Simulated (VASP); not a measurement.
# B2AsH2 (P-3m1) in VASP: a series of runs, part 2 of 3

VASP 6.6.1. Earlier steps stand in the parts before.

**4. Relaxation of cell and atoms, PBE**

Contents of INCAR:

```
SYSTEM = B2AsH2
ALGO = Normal
EDIFF = 1E-6
EDIFFG = -0.04
ENCUT = 600
GGA = PE
IBRION = 2
ISIF = 3
ISMEAR = 0
LASPH = .TRUE.
LCHARG = .FALSE.
LREAL = .FALSE.
LWAVE = .FALSE.
NELM = 60
NSW = 90
PREC = Accurate
SIGMA = 0.1
```

Contents of KPOINTS:

```
k-points
0
G
  6 6 4
  0 0 0
```

Contents of POSCAR:

```
B2AsH2
1.0
    4.0227658200      0.0000000000      0.0000000000
   -2.0113829100      3.4838174000      0.0000000000
    0.0000000000      0.0000000000      4.0667673700
B H As
2 2 1
Direct
    0.3333333300      0.6666666700      0.7782377000
    0.6666666700      0.3333333300      0.2217623000
    0.0000000000      0.0000000000      0.8778865300
    0.0000000000      0.0000000000      0.1221134700
    0.0000000000      0.0000000000      0.5000000000
```

Potentials or basis: VASP PAW PBE potentials, release 64 (B, H, As).

Started as:

```console
$ cat potpaw_PBE.64/B/POTCAR potpaw_PBE.64/H/POTCAR potpaw_PBE.64/As/POTCAR > POTCAR
$ mpirun -np 1 vasp_std > vasp.out
```

OUTCAR:

```text
SYSTEM = B2AsH2
   EDIFF = 1E-6
   EDIFFG = -0.04
   ENCUT = 600
   GGA = PE
   IBRION = 2
   ISIF = 3
   ISMEAR = 0
   LASPH = .TRUE.
   LREAL = .FALSE.
   NELM = 60
   NSW = 90
   PREC = Accurate

 ion  position               nearest neighbor table
   1  0.333  0.667  0.778-
   2  0.667  0.333  0.222-
   3  0.000  0.000  0.878-   5 1.54
   4  0.000  0.000  0.122-   5 1.54
   5  0.000  0.000  0.500-   3 1.54   4 1.54

  LATTYP: Found a hexagonal cell.
 ALAT       =     4.0227658200
 C/A-ratio  =     1.0109381336

  Lattice vectors:

 A1 = (   4.0227658200,   0.0000000000,   0.0000000000)
 A2 = (  -2.0113829100,   3.4838174000,   0.0000000000)
 A3 = (   0.0000000000,   0.0000000000,   4.0667673700)

Analysis of symmetry for initial positions (statically):
=====================================================================
 Subroutine PRICEL returns:
 Original cell was already a primitive cell.

 Routine SETGRP: Setting up the symmetry group for a
 hexagonal supercell.

 Subroutine GETGRP returns: Found 12 space group operations
 (whereof 12 operations were pure point group operations)
 out of a pool of 24 trial point group operations.

The static configuration has the point symmetry D_3d.

Analysis of symmetry for dynamics (positions and initial velocities):
=====================================================================
 Subroutine PRICEL returns:
 Original cell was already a primitive cell.

 Routine SETGRP: Setting up the symmetry group for a
 hexagonal supercell.

 Subroutine GETGRP returns: Found 12 space group operations
 (whereof 12 operations were pure point group operations)
 out of a pool of 24 trial point group operations.

The dynamic configuration has the point symmetry D_3d.

 Subroutine INISYM returns: Found 12 space group operations
 (whereof 12 operations are pure point group operations),
 and found     1 'primitive' translations

----------------------------------------------------------------------------------------

                                     Primitive cell

  volume of cell :      56.9940

  direct lattice vectors                    reciprocal lattice vectors
     4.022765820  0.000000000  0.000000000     0.248585189  0.143520725  0.000000000
    -2.011382910  3.483817400  0.000000000     0.000000000  0.287041451  0.000000000
     0.000000000  0.000000000  4.066767370     0.000000000  0.000000000  0.245895550

  length of vectors
     4.022765820  4.022765826  4.066767370     0.287041451  0.287041451  0.245895550

  position of ions in fractional coordinates (direct lattice)
     0.333333330  0.666666670  0.778237700
     0.666666670  0.333333330  0.221762300
     0.000000000  0.000000000  0.877886530
     0.000000000  0.000000000  0.122113470
     0.000000000  0.000000000  0.500000000

  ion indices of the primitive-cell ions
   primitive index   ion index
                 1           1
                 2           2
                 3           3
                 4           4
                 5           5

----------------------------------------------------------------------------------------

 KPOINTS: k-points

Automatic generation of k-mesh.
 Grid dimensions read from file:
 generate k-points for:    6    6    4

 Generating k-lattice:

  Cartesian coordinates                     Fractional coordinates (reciprocal lattice)
     0.041430865  0.023920121  0.000000000     0.166666667  0.000000000  0.000000000
     0.000000000  0.047840242  0.000000000     0.000000000  0.166666667  0.000000000
     0.000000000  0.000000000  0.061473888     0.000000000  0.000000000  0.250000000

  Length of vectors
     0.047840242  0.047840242  0.061473888

  Shift w.r.t. Gamma in fractional coordinates (k-lattice)
     0.000000000  0.000000000  0.000000000

 Subroutine IBZKPT returns following result:
 ===========================================

 Found     24 irreducible k-points:

 Following reciprocal coordinates:
            Coordinates               Weight
  0.000000  0.000000  0.000000      1.000000
  0.166667  0.000000  0.000000      6.000000
  0.333333  0.000000  0.000000      6.000000
  0.500000 -0.000000  0.000000      3.000000
  0.166667  0.166667  0.000000      6.000000
  0.333333  0.166667  0.000000     12.000000
[... 16 lines left out ...]
  0.333333  0.166667  0.500000     12.000000
  0.333333  0.333333  0.500000      2.000000
   k-points           NKPTS =     24   k-points in BZ     NKDIM =     24   number of bands    NBANDS=     10
   number of dos      NEDOS =    301   number of ions     NIONS =      5
   total plane-waves  NPLWV =  32768
   dimension x,y,z NGX =    32 NGY =   32 NGZ =   32
   dimension x,y,z NGXF=    64 NGYF=   64 NGZF=   64
   ions per type =               2   2   1
   NGX,Y,Z   is equivalent  to a cutoff of  13.22, 13.22, 13.08 a.u.
   NGXF,Y,Z  is equivalent  to a cutoff of  26.45, 26.45, 26.16 a.u.
 SYSTEM =  B2AsH2
   PREC   = accura    normal or accurate (medium, high low for compatibility)
   ISTART =      0    job   : 0-new  1-cont  2-samecut
   ICHARG =      2    charge: 1-file 2-atom 10-const
   ISPIN  =      1    spin polarized calculation?
   LNONCOLLINEAR =      F non collinear calculations
   LSORBIT =      F    spin-orbit coupling
   LASPH  =      T    aspherical Exc in radial PAW
   ENCUT  =  600.0 eV  44.10 Ry    6.64 a.u.   8.03  8.03  8.12*2*pi/ulx,y,z
   NELM   =     60;   NELMIN=  2; NELMDL= -5     # of ELM steps
   EDIFF  = 0.1E-05   stopping-criterion for ELM
   LREAL  =      F    real-space projection
   EDIFFG = -.4E-01   stopping-criterion for IOM
   NSW    =     90    number of steps for IOM
   IBRION =      2    ionic relax: 0-MD 1-quasi-New 2-CG
   NFREE  =      1    steps in history (QN), initial steepest desc. (CG)
   ISIF   =      3    stress and relaxation
   ISYM   =      2    0-nonsym 1-usesym 2-fastsym
   POTIM  = 0.5000    time-step for ionic-motion
   TEBEG  =    0.0;   TEEND  =   0.0 temperature during run
   PSTRESS=    0.0 pullay stress
   NELECT =      13.0000    total number of electrons
   NUPDOWN=      -1.0000    fix difference up-down
   EMIN   =  10.00;   EMAX   =-10.00  energy-range for DOS
   EFERMI =   0.00;   METHOD = LEGACY
   ISMEAR =     0;   SIGMA  =   0.10  broadening in eV -4-tet -1-fermi 0-gaus
   EFERMI_NEDOS =   21; number of points for ismear=-14 and -15
   IALGO  =     38    algorithm
   IMIX   =      4    mixing-type and parameters
     AMIX     =   0.40;   BMIX     =  1.00
     AMIX_MAG =   1.60;   BMIX_MAG =  1.00
  volume/ion in A,a.u.               =      11.40        76.92
  Fermi-wavevector in a.u.,A,eV,Ry     =   1.000260  1.890217 13.612895  1.000520
  Thomas-Fermi vector in A             =   2.132604
   LORBIT       =      0    0 simple, 1 ext, 2 COOP (PROOUT), +10 PAW based schemes
   GGA     = PE    functional components
   LHFCALC =     F    Hartree Fock is set to
   AEXX    =    0.0000 exact exchange contribution
   IVDW    =     0    specifies the selected vdW correction
   LEPSILON=     F    determine dielectric tensor
   LRPA    =     F    only Hartree local field effects (RPA)
 conjugate gradient relaxation of ions
 non-spin polarized calculation
 Gauss-broadening in eV      SIGMA  =   0.10
  energy-cutoff  :      600.00
  volume of cell :       56.99
 maximum number of plane-waves:      1924
   NGX = 17   NGY = 17   NGZ = 17

--------------------------------------- Ionic step        1  -------------------------------------------

 number of electron      13.0000001 magnetization

 Free energy of the ion-electron system (eV)
  ---------------------------------------------------
  ext. energy  EPLUGINS =         0.00000000
  ---------------------------------------------------
  free energy    TOTEN  =       -15.79529253 eV

  energy without entropy =      -15.78756610  energy(sigma->0) =      -15.79142932

------------------------ aborting loop because EDIFF is reached ----------------------------------------

  FORCE on cell =-STRESS in cart. coord.  units (eV):
  Direction    XX          YY          ZZ          XY          YZ          ZX
  --------------------------------------------------------------------------------------
  -------------------------------------------------------------------------------------
  Total       -3.8482536     -3.8482537      4.4126871      0.0000000      0.0000000      0.0000000
  in kB     -108.1794594   -108.1794598    124.0464245      0.0000000      0.0000000      0.0000000
  external PRESSURE =     -30.7708315 kB  Pullay stress =       0.0000000 kB
[... 729 lines left out ...]
 k-point    24 :       0.3333    0.3333    0.5000
  band No.  band energies     occupation
      1      -7.0601      2.00000
      2      -3.9052      2.00000
      3      -3.6637      2.00000
      4      -3.6637      2.00000
      5       1.0151      2.00000
      6       1.0151      2.00000
      7       3.0099      2.00000
      8       6.1707      0.00000
      9       6.1707      0.00000
     10       7.3012      0.00000

[... ionic steps 4 to 33 ...]

--------------------------------------- Ionic step       34  -------------------------------------------

 number of electron      13.0000019 magnetization

------------------------ aborting loop because EDIFF is reached ----------------------------------------
[... 73 lines left out ...]
--------------------------------------- Ionic step       36  -------------------------------------------

 number of electron      13.0000014 magnetization

 Free energy of the ion-electron system (eV)
  ---------------------------------------------------
  ext. energy  EPLUGINS =         0.00000000
  ---------------------------------------------------
  free energy    TOTEN  =       -18.86725890 eV

  energy without entropy =      -18.84842862  energy(sigma->0) =      -18.85784376

 E-fermi :   1.0613     XC(G=0):  -8.1487

 val. band max:        0.9843529178   @ k =  -0.1667   0.5000   0.2500
 cond. band min:       1.0648736913   @ k =   0.3333   0.0000   0.5000
 fundamental gap:      0.0805207734
 Fermi energy:         1.0613041690
[... 342 lines left out ...]
  FREE ENERGIE OF THE ION-ELECTRON SYSTEM (eV)
  ---------------------------------------------------
  free  energy   TOTEN  =       -18.8672588988 eV

  energy  without entropy=      -18.8484286166  energy(sigma->0) =      -18.85784376

 reached required accuracy - stopping structural energy minimisation
```

OSZICAR:

```text
N       E                     dE             d eps       ncg     rms          rms(c)
DAV:   1     0.268146178326E+02    0.26815E+02   -0.55319E+03   480   0.116E+03
DAV:   2    -0.138623252076E+02   -0.40677E+02   -0.38920E+02   648   0.144E+02
DAV:   3    -0.160340669848E+02   -0.21717E+01   -0.20738E+01   630   0.327E+01
[... 328 lines left out ...]
DAV:   2    -0.188675727679E+02    0.16746E-02   -0.53790E-03   496   0.487E-01    0.808E-02
DAV:   3    -0.188673086990E+02    0.26407E-03   -0.72748E-04   524   0.178E-01    0.381E-02
DAV:   4    -0.188672606025E+02    0.48097E-04   -0.13534E-04   530   0.860E-02    0.107E-02
DAV:   5    -0.188672579092E+02    0.26933E-05   -0.18416E-05   570   0.287E-02    0.807E-03
DAV:   6    -0.188672588988E+02   -0.98955E-06   -0.18520E-06   454   0.122E-02
  36 F= -.18867259E+02 E0= -.18857844E+02  d E =-.200042E-02
```

Wall time 7 min (1 thread of Intel Xeon 8259CL, shared host); peak memory 0.2 GiB.

What came out:

| Item | Value |
| --- | --- |
| Free energy | -18.8673 eV |
| Relaxed volume | 14.03 Å³/atom |
| Relaxed cell | a = 3.413 Å, b = 3.413 Å, c = 6.954 Å, α = 90.00°, β = 90.00°, γ = 120.00° |
| Space group after relaxing (to 0.1 Å) | P-3m1 (No. 164) |
| Pressure after relaxing | 0.1 GPa |
| Largest force after relaxing | 0.031 eV/Å |
| Band gap on the k mesh | zero (an odd number of electrons rules out a gap without spin polarisation) |

Forces on the atoms (eV/Å):
```
B    0.000  0.000  0.031
B    0.000  0.000 -0.031
H    0.000  0.000  0.012
H    0.000  0.000 -0.012
As   0.000  0.000  0.000
```

Final structure:
```yaml
crystal:
  lattice:
    - [3.41341, 0.00000, 0.00000]
    - [-1.70670, 2.95610, 0.00000]
    - [0.00000, 0.00000, 6.95429]
  atoms:
    - { symbol: B, position: [0.33333, 0.66667, 0.63959] }
    - { symbol: B, position: [0.66667, 0.33333, 0.36041] }
    - { symbol: H, position: [0.00000, 0.00000, 0.94620] }
    - { symbol: H, position: [0.00000, 0.00000, 0.05380] }
    - { symbol: As, position: [0.00000, 0.00000, 0.50000] }
```

Caveat: the k points lie up to 0.35 Å⁻¹ apart in the final cell, too coarse for converged energies and pressures of a metal; the volume moved by over 15 % at a fixed basis, so the end points are rough.

[end of part 2 of 3]
